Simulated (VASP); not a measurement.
Ga3Se:

```xyz
4
Lattice="4.4325 0.0000 0.0000 0.0000 4.4325 0.0000 0.0000 0.0000 4.4325" Properties=species:S:1:pos:R:3 pbc="T T T"
Ga    0.0000    2.2162    2.2162
Ga    2.2162    0.0000    2.2162
Ga    2.2162    2.2162    0.0000
Se    0.0000    0.0000    0.0000
```

```yaml
Program: VASP 6.6.1
Task: relaxation of cell and atoms
Functional: PBEsol
Potentials_or_basis: VASP PAW PBE potentials, release 64 (Ga_d, Se)
Cutoff: 600 eV
k_mesh: 10 × 10 × 10
Occupations: gaussian, width 0.1 eV
Spin: no spin polarisation
```

At the start: pressure -3.6 GPa; volume 21.77 Å³/atom.

**Question.** Where does the relaxation end?

**Answer.** Over 4 steps the energy falls by 23.8 meV/atom and the volume is 19.87 Å³/atom (-8.7 %); space group Pm-3m (No. 221, to 0.1 Å) before and after.

Step by step:
```csv
step,energy change (eV),largest force (eV/Å),pressure (GPa),volume (Å³)
1,0.0000,0.0000,-3.65,87.08
2,-0.0904,0.0000,-0.96,80.99
3,-0.0950,0.0000,0.09,79.32
4,-0.0950,0.0000,-0.04,79.47
```

Final structure:
```
Ga Se
1.0
     4.29933    0.00000    0.00000
     0.00000    4.29933    0.00000
     0.00000    0.00000    4.29933
Ga Se
3 1
Direct
  0.00000 0.50000 0.50000
  0.50000 0.00000 0.50000
  0.50000 0.50000 0.00000
  0.00000 0.00000 0.00000
```

Caveat: the PAW data sets were made with another functional, which shifts forces and pressure a little.
